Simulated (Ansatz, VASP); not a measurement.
## HfO2: VASP beside Ansatz

File INCAR:

```
SYSTEM = HfO2
PREC = Accurate
ENCUT = 520
EDIFF = 1E-7
ISMEAR = 0
SIGMA = 0.01
LREAL = .False.
LASPH = .True.
NELM = 100
ALGO = Normal
ISIF = 2
LWAVE = .False.
LCHARG = .False.
GGA = PS
NBANDS = 31
```

Contents of KPOINTS:

```
regular mesh
0
Gamma
  6 6 4
  0 0 0
```

The input POSCAR:

```
HfO2
1.0
    3.5580193300      0.0000000000      0.0000000000
    0.0000000000      3.5580193300      0.0000000000
    0.0000000000      0.0000000000      5.1718612100
Hf O
2 4
Direct
    0.5000000014      0.5000000014      0.5000000010
    0.0000000000      0.0000000000      0.0000000000
    0.0000000000      0.5000000014      0.6972078800
    0.5000000014      0.0000000000      0.8027921209
    0.5000000014      0.0000000000      0.3027921200
    0.0000000000      0.5000000014      0.1972078791
```

Input for Ansatz:

```yaml
crystal:
  lattice:
    - [3.55801933, 0.0, 0.0]
    - [0.0, 3.55801933, 0.0]
    - [0.0, 0.0, 5.17186121]
  atoms:
    - { symbol: Hf, position: [0.5000000014052762, 0.5000000014052762, 0.50000000096677] }
    - { symbol: Hf, position: [0.0, 0.0, 0.0] }
    - { symbol: O, position: [0.0, 0.5000000014052762, 0.6972078800235244] }
    - { symbol: O, position: [0.5000000014052762, 0.0, 0.8027921209432455] }
    - { symbol: O, position: [0.5000000014052762, 0.0, 0.30279211997647554] }
    - { symbol: O, position: [0.0, 0.5000000014052762, 0.1972078790567545] }
basis:
  ecutwfc: 517.016338673772
kpoints:
  mp_grid:
    grid: [6, 6, 4]
    shift: [0.0, 0.0, 0.0]
hamiltonian:
  xc: pbesol
scf:
  occupations:
    method: fixed
output:
  stress: true
```

Alike in both runs: task single point; functional PBEsol; k mesh 6 × 6 × 4; no spin polarisation.

|  | VASP | Ansatz |
| --- | --- | --- |
| version | VASP 6.6.1 | Ansatz 0.2.0 |
| potentials or method | VASP PAW PBE potentials, release 64 (Hf_pv, O), cutoff 520 eV | plane waves, PAW |
| occupations | gaussian, width 0.01 eV | fixed |
| valence electrons in the cell | 44 | 76 |

```tsv
	VASP	Ansatz	Ansatz less VASP
pressure (GPa)	-1.4	1.9	+3.24
traceless stress, the component that is largest in VASP (GPa)	-0.44	-0.48	-0.040
```

VASP's potentials were made for PBE, not for PBEsol. VASP's potentials hold 44 valence electrons a cell and Ansatz's 76, so a difference there can come from the potentials and not from the codes.

Spin-orbit coupling is off throughout.
